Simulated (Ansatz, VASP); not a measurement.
# C in VASP and in Ansatz

```
C
1.0
     0.00000    1.78001    1.73764
     1.78001    0.00000    1.73764
     1.78001    1.78001    0.00000
C
2
Cartesian
  1.7800 1.7800 1.7376
  2.6700 2.6700 2.6065
```

Alike in both runs: task single point; functional LDA; k mesh 12 × 12 × 12; occupations gaussian, width 0.05 eV; no spin polarisation.

```csv
,VASP,Ansatz
version,VASP 6.6.1,Ansatz 0.2.0
potentials or method,"VASP PAW LDA potentials, release 64 (C_h), cutoff 1300 eV","scalar-relativistic, plane waves, PAW"
valence electrons in the cell,8,8
```

```tsv
	VASP	Ansatz	Ansatz less VASP
gap on the k mesh at the Fermi level (eV)	3.58	3.59	+0.006
least direct gap on the mesh (eV)	5.19	5.19	-0.002
pressure (GPa)	1.0	0.0	-1.00
traceless stress, the component that is largest in VASP (GPa)	14.96	14.97	+0.008
```

Ansatz warns that its potentials were made for another functional, while VASP's fit it. LDA's correlation is that of Perdew and Zunger in VASP and of Perdew and Wang (1992) in Ansatz.
